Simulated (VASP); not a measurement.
# MnO (Fm-3m) in VASP: a series of runs, part 2 of 2

VASP 6.6.1.

## 3. Single point, PBEsol, collinear spin, ferromagnetic start

This run uses another cell than the first one, of 8.42 Å³/atom.

File INCAR:

```
ALGO = Normal
EDIFF = 1E-6
ENCUT = 520
GGA = PS
ISIF = 2
ISMEAR = -1
ISPIN = 2
LASPH = True
LCHARG = True
LELF = True
LMAXMIX = 4
LORBIT = 11
LREAL = False
LVHAR = True
LWAVE = False
MAGMOM = 4 0
NBANDS = 20
NELM = 150
PREC = Accurate
SIGMA = 0.05
```

File KPOINTS:

```
k-points
0
Gamma
  10 10 10
```

File POSCAR:

```
MnO
1.0
    0.0000000000      2.0344003149      2.0344003149
    2.0344003149      0.0000000000      2.0344003149
    2.0344003149      2.0344003149      0.0000000000
Mn O
1 1
Direct
    0.0000000000      0.0000000000      0.0000000000
    0.5000000000      0.5000000000      0.5000000000
```

Potentials or basis: VASP PAW PBE potentials, release 64 (Mn_pv, O).

The run is started by

```
$ cat potpaw_PBE.64/Mn_pv/POTCAR potpaw_PBE.64/O/POTCAR > POTCAR
$ mpirun -np 1 vasp_std > vasp.out
```

Run time: 46 s. Hardware: 1 thread of Intel Xeon 8259CL, shared host; peak memory 0.16 GiB.

The run converged, but its numbers aren't listed here, since they failed a check.

Caveat: the cell stands under pressure; the PAW data sets were made with another functional, which shifts forces and pressure a little; a cell with one magnetic atom can't hold antiferromagnetic order, which such compounds often take; semilocal functionals often make such compounds metallic where correlation or magnetic order opens a gap, which also shifts bond lengths.

## 4. Single point, PBEsol, collinear spin, ferromagnetic start

This run uses another cell than the first one, of 9.00 Å³/atom.

File INCAR:

```
PREC = Accurate
ENCUT = 520
EDIFF = 1E-6
ISMEAR = -1
SIGMA = 0.05
LREAL = F
LASPH = T
NELM = 150
ALGO = Normal
ISIF = 2
LWAVE = F
LCHARG = F
ISPIN = 2
MAGMOM = 4 0
LORBIT = 11
LMAXMIX = 4
GGA = PS
NBANDS = 20
```

File KPOINTS:

```
regular mesh
0
Gamma
  10 10 10
```

File POSCAR:

```
MnO
1.0
    0.0000000000      2.0801870514      2.0801870514
    2.0801870514      0.0000000000      2.0801870514
    2.0801870514      2.0801870514      0.0000000000
Mn O
1 1
Direct
    0.0000000000      0.0000000000      0.0000000000
    0.5000000000      0.5000000000      0.5000000000
```

The run is started by

```
$ cat potpaw_PBE.64/Mn_pv/POTCAR potpaw_PBE.64/O/POTCAR > POTCAR
$ mpirun -np 1 vasp_std > vasp.out
```

Run time: 44 s. Hardware: 1 thread of Intel Xeon 8259CL, shared host; peak memory 0.16 GiB.

Results (log left out):

| Item | Value |
| --- | --- |
| Free energy | -17.1203 eV |
| Pressure | 20.8 GPa |
| Net moment | 4.09 μB per cell |
| Site moments | Mn +3.78; O +0.16 μB |
| Valence electrons inside the program's atomic spheres | Mn 11.63; O 5.03 |

Levels at points of the mesh, in eV from the Fermi level:
Spin up:
```
           k point  band 8  band 9  band 10  band 11  band 12  band 13  band 14  band 15  band 16  band 17
(0.00, 0.00, 0.00)   -3.45   -3.45    -3.45    -2.75    -2.75     0.48    14.38    18.01    18.01    18.01
(0.50, 0.00, 0.00)   -2.13   -2.13    -1.64     0.87     0.87     3.85     9.51    13.18    13.18    21.27
(0.50, 0.50, 0.00)   -4.96   -2.13    -1.71    -1.71    -1.36     6.54     8.88    11.57    15.87    15.87
```
Spin down:
```csv
k point,band 5,band 6,band 7,band 8,band 9,band 10
"(0.00, 0.00, 0.00)",-4.43,-4.43,-4.43,-0.12,-0.12,-0.12
"(0.50, 0.00, 0.00)",-9.34,-6.46,-6.46,1.57,1.57,1.59
"(0.50, 0.50, 0.00)",-8.07,-5.59,-5.59,-2.22,1.54,2.15
```

Caveat: the cell stands under pressure; the PAW data sets were made with another functional, which shifts forces and pressure a little; a cell with one magnetic atom can't hold antiferromagnetic order, which such compounds often take; semilocal functionals often make such compounds metallic where correlation or magnetic order opens a gap, which also shifts bond lengths.

## 5. Single point, PBEsol, collinear spin, ferromagnetic start

This run uses another cell than the first one, of 9.47 Å³/atom.

File INCAR:

```
  ALGO = Normal
  EDIFF = 1E-7
  ENCUT = 520
  GGA = PS
  ISIF = 2
  ISMEAR = -1
  ISPIN = 2
  LASPH = T
  LCHARG = F
  LMAXMIX = 4
  LORBIT = 11
  LREAL = F
  LWAVE = F
  MAGMOM = 4 0
  NBANDS = 20
  NELM = 150
  PREC = Accurate
  SIGMA = 0.05
```

File KPOINTS:

```
k-points
0
Gamma
  10 10 10
```

File POSCAR:

```
MnO
1.0
    0.0000000000      2.1153441236      2.1153441236
    2.1153441236      0.0000000000      2.1153441236
    2.1153441236      2.1153441236      0.0000000000
Mn O
1 1
Direct
    0.0000000000      0.0000000000      0.0000000000
    0.5000000000      0.5000000000      0.5000000000
```

The run is started by

```
$ cat potpaw_PBE.64/Mn_pv/POTCAR potpaw_PBE.64/O/POTCAR > POTCAR
$ mpirun -np 1 vasp_std > vasp.out
```

Wall time 41 s (1 thread of Intel Xeon 8259CL, shared host); peak memory 0.17 GiB.

It converged, with:

| Quantity | Value |
| --- | --- |
| Free energy | -17.2116 eV |
| Pressure | 10.6 GPa |
| Net moment | 4.24 μB per cell |
| Site moments | Mn +3.90; O +0.17 μB |
| Valence electrons inside the program's atomic spheres | Mn 11.55; O 5.00 |

Levels at points of the mesh, in eV from the Fermi level:
Spin up:
```
           k point  band 8  band 9  band 10  band 11  band 12  band 13  band 14  band 15  band 16  band 17
(0.00, 0.00, 0.00)   -3.43   -3.43    -3.43    -2.79    -2.79     0.11    14.18    17.45    17.45    17.45
(0.50, 0.00, 0.00)   -2.23   -2.23    -1.76     0.62     0.62     3.65     8.94    12.74    12.74    20.42
(0.50, 0.50, 0.00)   -4.81   -2.21    -1.85    -1.85    -1.57     6.03     8.50    11.15    15.18    15.18
```
Spin down:
```
           k point  band 3  band 4  band 5  band 6  band 7  band 8  band 9  band 10  band 11  band 12
(0.00, 0.00, 0.00)  -46.00  -21.26   -4.23   -4.23   -4.23    0.03    0.03     0.03     0.84     0.84
(0.50, 0.00, 0.00)  -46.02  -19.92   -8.91   -6.11   -6.11    1.60    1.60     1.60     3.73     3.73
(0.50, 0.50, 0.00)  -46.06  -20.06   -7.73   -5.35   -5.35   -1.93    1.57     2.09     2.14     2.14
```

Caveat: the cell stands under pressure; the PAW data sets were made with another functional, which shifts forces and pressure a little; a cell with one magnetic atom can't hold antiferromagnetic order, which such compounds often take; semilocal functionals often make such compounds metallic where correlation or magnetic order opens a gap, which also shifts bond lengths.

## 6. Single point, PBEsol, collinear spin, ferromagnetic start

This run uses another cell than the first one, of 9.72 Å³/atom.

File INCAR:

```
SYSTEM = MnO
ALGO = Normal
EDIFF = 1E-7
ENCUT = 520
GGA = PS
ISIF = 2
ISMEAR = -1
ISPIN = 2
LASPH = .True.
LCHARG = .False.
LMAXMIX = 4
LORBIT = 11
LREAL = .False.
LWAVE = .False.
MAGMOM = 4 0
NBANDS = 20
NELM = 150
PREC = Accurate
SIGMA = 0.05
```

File KPOINTS:

```
k-points
0
Gamma
  10 10 10
  0 0 0
```

File POSCAR:

```
MnO
1.0
    0.0000000000      2.1339998266      2.1339998266
    2.1339998266      0.0000000000      2.1339998266
    2.1339998266      2.1339998266      0.0000000000
Mn O
1 1
Direct
    0.0000000000      0.0000000000      0.0000000000
    0.5000000000      0.5000000000      0.5000000000
```

Potentials or basis: VASP PAW PBE potentials, release 64 (Mn_pv, O).

The run is started by

```
$ cat potpaw_PBE.64/Mn_pv/POTCAR potpaw_PBE.64/O/POTCAR > POTCAR
$ mpirun -np 1 vasp_std > vasp.out
```

Run time: 41 s. Hardware: 1 thread of Intel Xeon 8259CL, shared host; peak memory 0.17 GiB.

It converged, with:

| Property | Result |
| --- | --- |
| Free energy | -17.2378 eV |
| Pressure | 5.6 GPa |
| Net moment | 4.29 μB per cell |
| Site moments | Mn +3.95; O +0.16 μB |
| Valence electrons inside the program's atomic spheres | Mn 11.51; O 4.99 |

Levels at points of the mesh, in eV from the Fermi level:
Spin up:
| k point | band 9 | band 10 | band 11 | band 12 | band 13 | band 14 | band 15 | band 16 |
| --- | --- | --- | --- | --- | --- | --- | --- | --- |
| (0.00, 0.00, 0.00) | -3.36 | -3.36 | -2.74 | -2.74 | -0.01 | 14.14 | 17.24 | 17.24 |
| (0.50, 0.00, 0.00) | -2.21 | -1.75 | 0.56 | 0.56 | 3.61 | 8.72 | 12.58 | 12.58 |
| (0.50, 0.50, 0.00) | -2.20 | -1.86 | -1.86 | -1.61 | 5.84 | 8.37 | 11.01 | 14.89 |
Spin down:
```
           k point  band 4  band 5  band 6  band 7  band 8  band 9  band 10  band 11
(0.00, 0.00, 0.00)  -20.99   -4.08   -4.08   -4.08    0.15    0.15     0.15     0.92
(0.50, 0.00, 0.00)  -19.72   -8.63   -5.88   -5.88    1.64    1.66     1.66     3.70
(0.50, 0.50, 0.00)  -19.83   -7.50   -5.17   -5.17   -1.74    1.64     2.09     2.18
```

Caveat: the cell stands under pressure; the PAW data sets were made with another functional, which shifts forces and pressure a little; a cell with one magnetic atom can't hold antiferromagnetic order, which such compounds often take; semilocal functionals often make such compounds metallic where correlation or magnetic order opens a gap, which also shifts bond lengths. With open d or f shells a metallic result of PBEsol can be an artefact of self-interaction; +U or a hybrid may open a gap.

## 7. The runs side by side

```tsv
level	cell	k mesh	grid for exact exchange (PRECFOCK)	share of exact exchange	gap on the mesh (eV)	pressure (GPa)	moment (μB)
B3LYP5	a = 3.145 Å, angles 60.0°, 2 atoms	5 × 5 × 5	Normal	0.2	2.10	5.9	5.00
PBEsol	a = 2.942 Å, angles 60.0°, 2 atoms	10 × 10 × 10	-	-	none	20.8	4.09
PBEsol	a = 2.992 Å, angles 60.0°, 2 atoms	10 × 10 × 10	-	-	none	10.6	4.24
PBEsol	a = 3.018 Å, angles 60.0°, 2 atoms	10 × 10 × 10	-	-	none	5.6	4.29
```

Alike in all rows: task single point; potentials or basis VASP PAW PBE potentials, release 64 (Mn_pv, O); spin collinear, ferromagnetic start; cutoff (eV) 520; smearing fermi-dirac 0.05 eV.

Caveats: some runs use coarse meshes; the PAW data sets were made with another functional, which shifts forces and pressure a little; a cell with one magnetic atom can't hold antiferromagnetic order, which such compounds often take; the cell stands under pressure (at least some runs); semilocal functionals often make such compounds metallic where correlation or magnetic order opens a gap, which also shifts bond lengths (at least some runs); an odd mesh through Γ misses points on the zone boundary, where band edges can lie (at least some runs).

Total energies depend on the potentials used, so only differences within one code and one set of settings carry meaning.
